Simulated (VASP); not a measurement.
The system is Ge.

```
Ge
1.0
     5.35904    0.00000    0.00000
     0.00000    5.35904    0.00000
     0.00000    0.00000    5.35904
Ge
8
Direct
  0.00000 0.00000 0.00000
  0.50000 0.50000 0.50000
  0.25000 0.00000 0.50000
  0.75000 0.00000 0.50000
  0.50000 0.25000 0.00000
  0.50000 0.75000 0.00000
  0.00000 0.50000 0.25000
  0.00000 0.50000 0.75000
```

| Property | Result |
| --- | --- |
| Program | VASP 6.6.1 |
| Task | relaxation of cell and atoms |
| Functional | revPBE |
| Potentials or basis | VASP PAW PBE potentials, release 64 (Ge_d) |
| Cutoff | 600 eV |
| k mesh | 5 × 5 × 5 |
| Occupations | fermi-dirac, width 0.1 eV |
| Spin | no spin polarisation |

At the start: pressure 3.6 GPa; volume 19.24 Å³/atom.

How do energy, volume and symmetry change on relaxing?

Over 3 steps the energy falls by 11.5 meV/atom and the volume is 20.30 Å³/atom (+5.5 %); space group Pm-3n (No. 223, to 0.1 Å) before and after.

Step by step:
| step | energy change (eV) | largest force (eV/Å) | pressure (GPa) | volume (Å³) |
| --- | --- | --- | --- | --- |
| 1 | 0.0000 | 0.0000 | 3.62 | 153.91 |
| 2 | -0.0901 | 0.0000 | -0.49 | 163.79 |
| 3 | -0.0919 | 0.0000 | -0.05 | 162.42 |

Final structure:
```yaml
crystal:
  lattice:
    - [5.45611, 0.00000, 0.00000]
    - [0.00000, 5.45611, 0.00000]
    - [0.00000, 0.00000, 5.45611]
  atoms:
    - { symbol: Ge, position: [0.00000, 0.00000, 0.00000] }
    - { symbol: Ge, position: [0.50000, 0.50000, 0.50000] }
    - { symbol: Ge, position: [0.25000, 0.00000, 0.50000] }
    - { symbol: Ge, position: [0.75000, 0.00000, 0.50000] }
    - { symbol: Ge, position: [0.50000, 0.25000, 0.00000] }
    - { symbol: Ge, position: [0.50000, 0.75000, 0.00000] }
    - { symbol: Ge, position: [0.00000, 0.50000, 0.25000] }
    - { symbol: Ge, position: [0.00000, 0.50000, 0.75000] }
```

Caveat: the PAW data sets were made with another functional, which shifts forces and pressure a little.
